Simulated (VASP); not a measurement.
# Se (P6_3/mmc) in VASP: a series of runs

The runs below take Se through single point, relaxation of cell and atoms, with BLYP.

Everything below comes from runs of VASP 6.6.1. Logs are shortened: lines on timing, memory, paths and dates and some standing lists are left out, and cuts for length are marked.

## Step 1: The cell of the first run

It takes space group P6_3/mmc (No. 194, hexagonal). Conventional cell: a = 3.979 Å, b = 3.979 Å, c = 4.044 Å, α = 90.00°, β = 90.00°, γ = 120.00°. Within 4.1 Å of Se (site symmetry -6m2) lie 14 Se at 3.06 to 4.04 Å.

This isn't the form of Se at room conditions, which is trigonal, of chains.

## Step 2: Single point, BLYP (27.73 Å³/atom)

File INCAR:

```
SYSTEM = Se
  AGGAC = 1.0
  AGGAX = 1.0
  ALDAC = 0.0
  ALDAX = 1.0
  ALGO = Normal
  EDIFF = 1E-7
  ENCUT = 520
  GGA = B5
  ISIF = 2
  ISMEAR = -1
  LASPH = .TRUE.
  LCHARG = .FALSE.
  LREAL = .FALSE.
  LWAVE = .FALSE.
  NBANDS = 13
  NELM = 60
  PREC = Accurate
  SIGMA = 0.1
```

File KPOINTS:

```
k-points
0
G
  11 11 9
  0 0 0
```

File POSCAR:

```
Se
1.0
    3.9788901313      0.0000000000      0.0000000000
   -1.9894450657      3.4458199326      0.0000000000
    0.0000000000      0.0000000000      4.0444393021
Se
2
Direct
    0.3333333333      0.6666666667      0.2500000000
    0.6666666667      0.3333333333      0.7500000000
```

Potentials or basis: VASP PAW PBE potentials, release 64 (Se).

On the command line:

```sh
$ cat potpaw_PBE.64/Se/POTCAR > POTCAR
$ mpirun -np 1 vasp_std > vasp.out
```

OUTCAR:

```text
SYSTEM = Se
   EDIFF = 1E-7
   ENCUT = 520
   GGA = B5
   ISIF = 2
   ISMEAR = -1
   LASPH = .TRUE.
   LREAL = .FALSE.
   NELM = 60
   PREC = Accurate

 ion  position               nearest neighbor table
   1  0.333  0.667  0.250-
   2  0.667  0.333  0.750-

  LATTYP: Found a hexagonal cell.
 ALAT       =     3.9788901313
 C/A-ratio  =     1.0164742349

  Lattice vectors:

 A1 = (   3.9788901313,   0.0000000000,   0.0000000000)
 A2 = (  -1.9894450657,   3.4458199326,   0.0000000000)
 A3 = (   0.0000000000,   0.0000000000,   4.0444393021)

Analysis of symmetry for initial positions (statically):
=====================================================================
 Subroutine PRICEL returns:
 Original cell was already a primitive cell.

 Routine SETGRP: Setting up the symmetry group for a
 hexagonal supercell.

 Subroutine GETGRP returns: Found 24 space group operations
 (whereof 12 operations were pure point group operations)
 out of a pool of 24 trial point group operations.

The static configuration has the point symmetry D_3d.
 The point group associated with its full space group is D_6h.

Analysis of symmetry for dynamics (positions and initial velocities):
=====================================================================
 Subroutine PRICEL returns:
 Original cell was already a primitive cell.

 Routine SETGRP: Setting up the symmetry group for a
 hexagonal supercell.

 Subroutine GETGRP returns: Found 24 space group operations
 (whereof 12 operations were pure point group operations)
 out of a pool of 24 trial point group operations.

The dynamic configuration has the point symmetry D_3d.
 The point group associated with its full space group is D_6h.

 Subroutine INISYM returns: Found 24 space group operations
 (whereof 12 operations are pure point group operations),
 and found     1 'primitive' translations

----------------------------------------------------------------------------------------

                                     Primitive cell

  volume of cell :      55.4514

  direct lattice vectors                    reciprocal lattice vectors
     3.978890131  0.000000000  0.000000000     0.251326367  0.145103345  0.000000000
    -1.989445066  3.445819933  0.000000000     0.000000000  0.290206691  0.000000000
     0.000000000  0.000000000  4.044439302     0.000000000  0.000000000  0.247253062

[... 84 lines left out ...]
   LREAL  =      F    real-space projection
   EDIFFG = 0.1E-05   stopping-criterion for IOM
   NSW    =      0    number of steps for IOM
   IBRION =     -1    ionic relax: 0-MD 1-quasi-New 2-CG
   NFREE  =      0    steps in history (QN), initial steepest desc. (CG)
   ISIF   =      2    stress and relaxation
   ISYM   =      2    0-nonsym 1-usesym 2-fastsym
   POTIM  = 0.5000    time-step for ionic-motion
   TEBEG  =    0.0;   TEEND  =   0.0 temperature during run
   PSTRESS=    0.0 pullay stress
   NELECT =      12.0000    total number of electrons
   NUPDOWN=      -1.0000    fix difference up-down
   EMIN   =  10.00;   EMAX   =-10.00  energy-range for DOS
   EFERMI =   0.00;   METHOD = LEGACY
   ISMEAR =    -1;   SIGMA  =   0.10  broadening in eV -4-tet -1-fermi 0-gaus
   EFERMI_NEDOS =   21; number of points for ismear=-14 and -15
   IALGO  =     38    algorithm
   IMIX   =      4    mixing-type and parameters
     AMIX     =   0.40;   BMIX     =  1.00
     AMIX_MAG =   1.60;   BMIX_MAG =  1.00
  volume/ion in A,a.u.               =      27.73       187.10
  Fermi-wavevector in a.u.,A,eV,Ry     =   0.982874  1.857362 13.143777  0.966040
  Thomas-Fermi vector in A             =   2.113989
   LORBIT       =      0    0 simple, 1 ext, 2 COOP (PROOUT), +10 PAW based schemes
   GGA     = B5    functional components
   LHFCALC =     F    Hartree Fock is set to
   AEXX    =    0.0000 exact exchange contribution
   IVDW    =     0    specifies the selected vdW correction
   LEPSILON=     F    determine dielectric tensor
   LRPA    =     F    only Hartree local field effects (RPA)
 non-spin polarized calculation
  energy-cutoff  :      520.00
  volume of cell :       55.45
 maximum number of plane-waves:      1514
 NGX is ok and might be reduce to    30
   NGX = 15   NGY = 15   NGZ = 15

 number of electron      12.0000003 magnetization

 Free energy of the ion-electron system (eV)
  ---------------------------------------------------
  ext. energy  EPLUGINS =         0.00000000
  ---------------------------------------------------
  free energy    TOTEN  =        -5.03455168 eV

  energy without entropy =       -4.98078870  energy(sigma->0) =       -5.00767019

 E-fermi :   2.7616     XC(G=0):  -8.4574

 val. band max:        2.7422302357   @ k =   0.4545   0.0000   0.3333
 cond. band min:       2.7625576134   @ k =   0.0909   0.0909   0.1111
 fundamental gap:      0.0203273777
 Fermi energy:         2.7616273214

 k-point     1 :       0.0000    0.0000    0.0000
  band No.  band energies     occupation
      1     -11.5778      2.00000
      2      -7.8504      2.00000
      3      -0.6859      2.00000
      4       0.8603      2.00000
      5       0.8603      2.00000
      6       3.3712      0.00450
      7       3.3712      0.00450
      8       5.0590      0.00000
      9       8.1149      0.00000
     10       9.6124      0.00000
     11      12.6567      0.00000
     12      12.6567      0.00000
     13      14.3043      0.00000
[... 354 lines left out ...]
  band No.  band energies     occupation
      1     -11.0828      2.00000
      2      -8.3857      2.00000
      3      -0.6385      2.00000
      4       0.1045      2.00000
      5       0.9454      2.00000
      6       2.3216      1.97574
      7       3.7563      0.00010
      8       4.2057      0.00000
      9       9.4454      0.00000
     10      10.4055      0.00000
     11      12.2008      0.00000
     12      12.6341      0.00000
     13      13.9823      0.00000

 [... further k-points ...]
[... 5 lines left out ...]
  --------------------------------------------------------------------------------------
  -------------------------------------------------------------------------------------
  Total       -1.2014828     -1.2014828     -2.1910013      0.0000000      0.0000000      0.0000000
  in kB      -34.7148509    -34.7148509    -63.3053440      0.0000000      0.0000000      0.0000000
  external PRESSURE =     -44.2450153 kB  Pullay stress =       0.0000000 kB

 VOLUME and BASIS-vectors are now :
 -----------------------------------------------------------------------------
  energy-cutoff  :      520.00
  volume of cell :       55.45
      direct lattice vectors                 reciprocal lattice vectors
     3.978890131  0.000000000  0.000000000     0.251326367  0.145103345  0.000000000
    -1.989445066  3.445819933  0.000000000     0.000000000  0.290206691  0.000000000
     0.000000000  0.000000000  4.044439302     0.000000000  0.000000000  0.247253062

 POSITION                                       TOTAL-FORCE (eV/Angst)
 -----------------------------------------------------------------------------------
     -0.00000      2.29721      1.01111         0.000000      0.000000      0.000000
      1.98945      1.14861      3.03333        -0.000000      0.000000      0.000000
 -----------------------------------------------------------------------------------
    total drift:                                0.000000     -0.000000      0.000000

  FREE ENERGIE OF THE ION-ELECTRON SYSTEM (eV)
  ---------------------------------------------------
  free  energy   TOTEN  =        -5.0345516826 eV

  energy  without entropy=       -4.9807887050  energy(sigma->0) =       -5.00767019
```

Run time: 29 s. Hardware: 1 thread of AMD EPYC 9R45 (Zen 5), shared host; peak memory 0.16 GiB.

What came out:

```
Free energy            : -5.0346 eV
Pressure               : -4.4 GPa
Band gap on the k mesh : zero (bands 6 and 7 overlap by 1.48 eV)
```

Stress tensor (GPa, compression positive):
```
-3.47  0.00  0.00
 0.00 -3.47  0.00
 0.00  0.00 -6.33
```

Caveat: the cell stands under tension; the PAW data sets were made with another functional, which shifts forces and pressure a little.

## Step 3: Relaxation of cell and atoms, BLYP

This run uses another cell than the first one, of 21.81 Å³/atom.

File INCAR:

```
AGGAC    = 1.0          
AGGAX    = 1.0          
ALDAC    = 0.0          
ALDAX    = 1.0          
ALGO     = Normal         # electronic algorithm
EDIFF    = 1E-6           # SCF threshold, eV
EDIFFG   = -0.01          # ionic threshold
ENCUT    = 600            # plane-wave cutoff, eV
GGA      = B5             # functional
IBRION   = 2              # ionic algorithm
ISIF     = 3              # what is computed and relaxed
ISMEAR   = -1             # smearing method
LASPH    = T              # aspherical terms in the spheres
LCHARG   = F              # write CHGCAR
LREAL    = F              # projectors in reciprocal space
LWAVE    = F              # write WAVECAR
NELM     = 80             # most SCF steps
NSW      = 80             # ionic steps
PREC     = Accurate       # precision mode
SIGMA    = 0.1            # smearing width, eV
```

File KPOINTS:

```
k-points
0
Gamma
  12 12 6
```

File POSCAR:

```
Se
1.0
    3.1360302227      0.0000000000      0.0000000000
   -1.5680151114      2.7158818399      0.0000000000
    0.0000000000      0.0000000000      5.1211373537
Se
2
Direct
    0.3333333333      0.6666666667      0.2500000000
    0.6666666667      0.3333333333      0.7500000000
```

Potentials or basis: VASP PAW PBE potentials, release 64 (Se).

On the command line:

```sh
$ cat potpaw_PBE.64/Se/POTCAR > POTCAR
$ mpirun -np 1 vasp_std > vasp.out
```

Wall time 5.6 min (1 thread of AMD EPYC 9R45 (Zen 5), shared host); peak memory 0.18 GiB.

It converged, with:

```yaml
Free_energy: -5.1101 eV
Relaxed_volume: 24.84 Å³/atom
Relaxed_cell: a = 3.835 Å, b = 3.835 Å, c = 3.900 Å, α = 90.00°, β = 90.00°, γ = 120.00°
Space_group_after_relaxing_to_0.1_Å: P6_3/mmc (No. 194)
Energy_gained_by_relaxing: 430.8 meV/atom
Ionic_steps: 17
Pressure_after_relaxing: 0.0 GPa
Band_gap_on_the_k_mesh: zero (bands 6 and 7 overlap by 1.99 eV)
```

The path:
```tsv
step	energy change (eV)	largest force (eV/Å)	pressure (GPa)	volume (Å³)
1	0.0000	0.0000	2.99	43.62
2	-0.0404	0.0000	-0.33	46.23
3	-0.0445	0.0000	-1.95	47.91
4	-0.0866	0.0000	-2.45	48.53
5	-0.2997	0.0000	-3.61	50.19
6	-0.7612	0.0000	-3.57	52.49
7	-0.2094	0.0000	2.85	51.97
8	-0.7180	0.0000	-1.14	53.15
9	-0.8314	0.0000	-2.78	52.99
10	-0.8287	0.0000	-2.92	52.94
11	-0.8324	0.0000	2.63	47.98
12	-0.8588	0.0000	-0.37	50.30
13	-0.8588	0.0000	-0.31	50.25
14	-0.8612	0.0000	-0.09	49.83
15	-0.8616	0.0000	0.05	49.59
16	-0.8616	0.0000	0.05	49.60
17	-0.8616	0.0000	-0.04	49.68
```

Final structure:
```cif
data_structure
_symmetry_space_group_name_H-M 'P 1'
_symmetry_Int_Tables_number 1
_cell_length_a 3.8352
_cell_length_b 3.8352
_cell_length_c 3.8997
_cell_angle_alpha 90.000
_cell_angle_beta 90.000
_cell_angle_gamma 120.000
_cell_volume 49.68
loop_
_atom_site_label
_atom_site_type_symbol
_atom_site_fract_x
_atom_site_fract_y
_atom_site_fract_z
_atom_site_occupancy
Se1 Se 0.33333 0.66667 0.25000 1
Se2 Se 0.66667 0.33333 0.75000 1
```

Levels at points of the mesh, in eV from the Fermi level:
```tsv
k point	band 4	band 5	band 6	band 7	band 8	band 9
(0.00, 0.00, 0.00)	-2.14	-2.14	0.71	0.71	2.78	4.99
(0.50, 0.00, 0.00)	-3.41	-2.19	-0.48	-0.34	1.95	5.00
(0.00, 0.00, 0.50)	-1.22	-0.64	-0.64	-0.64	-0.64	8.38
(0.50, 0.00, 0.50)	-5.27	-1.40	-1.40	1.17	1.17	8.72
```

Caveat: a cell axis changed by over 15 % at a fixed basis, so the end point is rough; the PAW data sets were made with another functional, which shifts forces and pressure a little.

## Step 4: Single point, BLYP

This run uses another cell than the first one, of 24.76 Å³/atom.

File INCAR:

```
PREC     = Accurate       # precision mode
ENCUT    = 520            # plane-wave cutoff, eV
EDIFF    = 1E-7           # SCF threshold, eV
ISMEAR   = -1             # smearing method
SIGMA    = 0.1            # smearing width, eV
LREAL    = False          # projectors in reciprocal space
LASPH    = True           # aspherical terms in the spheres
NELM     = 80             # most SCF steps
ALGO     = Normal         # electronic algorithm
ISIF     = 2              # what is computed and relaxed
LWAVE    = False          # write WAVECAR
LCHARG   = False          # write CHGCAR
GGA      = B5             # functional
ALDAX    = 1.0          
AGGAX    = 1.0          
AGGAC    = 1.0          
ALDAC    = 0.0          
NBANDS   = 13             # bands
```

File KPOINTS:

```
Automatic mesh
0
Gamma
  16 16 13
```

File POSCAR:

```
Se
1.0
    3.8313862792      0.0000000000      0.0000000000
   -1.9156931396      3.3180778495      0.0000000000
    0.0000000000      0.0000000000      3.8945054369
Se
2
Direct
    0.3333333333      0.6666666667      0.2500000000
    0.6666666667      0.3333333333      0.7500000000
```

Potentials or basis: VASP PAW PBE potentials, release 64 (Se).

On the command line:

```sh
$ cat potpaw_PBE.64/Se/POTCAR > POTCAR
$ mpirun -np 1 vasp_std > vasp.out
```

OUTCAR:

```text
PREC = Accurate
   ENCUT = 520
   EDIFF = 1E-7
   ISMEAR = -1
   LREAL = False
   LASPH = True
   NELM = 80
   ISIF = 2
   GGA = B5

 ion  position               nearest neighbor table
   1  0.333  0.667  0.250-
   2  0.667  0.333  0.750-

  LATTYP: Found a hexagonal cell.
 ALAT       =     3.8313862792
 C/A-ratio  =     1.0164742349

  Lattice vectors:

 A1 = (   3.8313862792,   0.0000000000,   0.0000000000)
 A2 = (  -1.9156931396,   3.3180778495,   0.0000000000)
 A3 = (   0.0000000000,   0.0000000000,   3.8945054369)

Analysis of symmetry for initial positions (statically):
=====================================================================
 Subroutine PRICEL returns:
 Original cell was already a primitive cell.

 Routine SETGRP: Setting up the symmetry group for a
 hexagonal supercell.

 Subroutine GETGRP returns: Found 24 space group operations
 (whereof 12 operations were pure point group operations)
 out of a pool of 24 trial point group operations.

The static configuration has the point symmetry D_3d.
[... 164 lines left out ...]
 val. band max:        3.9304475497   @ k =   0.3750   0.2500   0.0769
 cond. band min:       3.9414722791   @ k =   0.4375   0.0625   0.3077
 fundamental gap:      0.0110247294
 Fermi energy:         3.9369367360

 k-point     1 :       0.0000    0.0000    0.0000
  band No.  band energies     occupation
      1     -11.1936      2.00000
      2      -6.4943      2.00000
      3      -0.0468      2.00000
      4       1.7390      2.00000
      5       1.7390      2.00000
      6       4.6000      0.00263
      7       4.6000      0.00263
      8       6.6876      0.00000
      9       8.8662      0.00000
     10      11.0895      0.00000
     11      13.9759      0.00000
     12      13.9759      0.00000
     13      15.6367      0.00000
[... 354 lines left out ...]
  band No.  band energies     occupation
      1     -10.0143      2.00000
      2      -7.8466      2.00000
      3      -0.3810      2.00000
      4       1.2975      2.00000
      5       1.4107      2.00000
      6       3.5461      1.96066
      7       4.1207      0.27472
      8       5.4288      0.00000
      9      10.5101      0.00000
     10      11.5434      0.00000
     11      12.5559      0.00000
     12      15.5953      0.00000
     13      16.9044      0.00000

 [... further k-points ...]
[... 5 lines left out ...]
  --------------------------------------------------------------------------------------
  -------------------------------------------------------------------------------------
  Total        0.1207777      0.1207777     -0.1845922      0.0000000     -0.0000000      0.0000000
  in kB        3.9084325      3.9084325     -5.9735042      0.0000000     -0.0000000      0.0000000
  external PRESSURE =       0.6144536 kB  Pullay stress =       0.0000000 kB

 VOLUME and BASIS-vectors are now :
 -----------------------------------------------------------------------------
  energy-cutoff  :      520.00
  volume of cell :       49.51
      direct lattice vectors                 reciprocal lattice vectors
     3.831386279  0.000000000  0.000000000     0.261002135  0.150689653  0.000000000
    -1.915693140  3.318077849  0.000000000     0.000000000  0.301379306  0.000000000
     0.000000000  0.000000000  3.894505437     0.000000000  0.000000000  0.256772013

 POSITION                                       TOTAL-FORCE (eV/Angst)
 -----------------------------------------------------------------------------------
     -0.00000      2.21205      0.97363         0.000000     -0.000000      0.000000
      1.91569      1.10603      2.92088        -0.000000      0.000000      0.000000
 -----------------------------------------------------------------------------------
    total drift:                               -0.000000      0.000000      0.000000

  FREE ENERGIE OF THE ION-ELECTRON SYSTEM (eV)
  ---------------------------------------------------
  free  energy   TOTEN  =        -5.1258844933 eV

  energy  without entropy=       -5.0821082768  energy(sigma->0) =       -5.10399639
```

OSZICAR:

```text
N       E                     dE             d eps       ncg     rms          rms(c)
DAV:   1     0.517441346619E+02    0.51744E+02   -0.50570E+03  5460   0.778E+02
DAV:   2    -0.226945929352E+01   -0.54014E+02   -0.51844E+02  7533   0.130E+02
DAV:   3    -0.509830944208E+01   -0.28289E+01   -0.28060E+01  7040   0.326E+01
DAV:   4    -0.511634996994E+01   -0.18041E-01   -0.18037E-01  6345   0.309E+00
DAV:   5    -0.511644227793E+01   -0.92308E-04   -0.92304E-04  7090   0.225E-01    0.368E+00
DAV:   6    -0.512140016216E+01   -0.49579E-02   -0.21793E-03  6565   0.328E-01    0.221E+00
DAV:   7    -0.512575275577E+01   -0.43526E-02   -0.52156E-03  6450   0.518E-01    0.571E-02
DAV:   8    -0.512587381786E+01   -0.12106E-03   -0.17030E-04  7031   0.880E-02    0.153E-02
DAV:   9    -0.512588374610E+01   -0.99282E-05   -0.82572E-06  6588   0.217E-02    0.501E-03
DAV:  10    -0.512588447410E+01   -0.72800E-06   -0.12390E-06  6680   0.733E-03    0.492E-04
DAV:  11    -0.512588449334E+01   -0.19238E-07   -0.21949E-08  4750   0.105E-03
   1 F= -.51258845E+01 E0= -.51039964E+01  d E =-.437762E-01
```

It took 52 s on 1 thread of AMD EPYC 9R45 (Zen 5), shared host; peak memory 0.21 GiB.

What came out:

* Free energy: -5.1259 eV
* Pressure: 0.1 GPa
* Band gap on the k mesh: zero (bands 6 and 7 overlap by 1.77 eV)

Caveat: the PAW data sets were made with another functional, which shifts forces and pressure a little.

## Step 5: The runs side by side

| task | cell | k mesh | cutoff (eV) | gap on the mesh (eV) | pressure (GPa) |
| --- | --- | --- | --- | --- | --- |
| single point | a = 3.979, b = 3.979, c = 4.044 Å, angles 90.0, 90.0, 120.0°, 2 atoms | 11 × 11 × 9 | 520 | none | -4.4 |
| relaxation of cell and atoms | relaxed from a = 3.136, b = 3.136, c = 5.121 Å, angles 90.0, 90.0, 120.0°, 2 atoms | 12 × 12 × 6 | 600 | none | 0.0 |
| single point | a = 3.831, b = 3.831, c = 3.895 Å, angles 90.0, 90.0, 120.0°, 2 atoms | 16 × 16 × 13 | 520 | none | 0.1 |

Alike in all rows: level BLYP; potentials or basis VASP PAW PBE potentials, release 64 (Se); no spin polarisation; smearing fermi-dirac 0.1 eV.

Caveats: the PAW data sets were made with another functional, which shifts forces and pressure a little; the cell stands under tension (at least some runs); a cell axis changed by over 15 % at a fixed basis, so the end point is rough (at least some runs).

Absolute energies hang on the potentials; compare differences alone.

The gap in the log of VASP goes by the Fermi energy; the results here count the filled bands.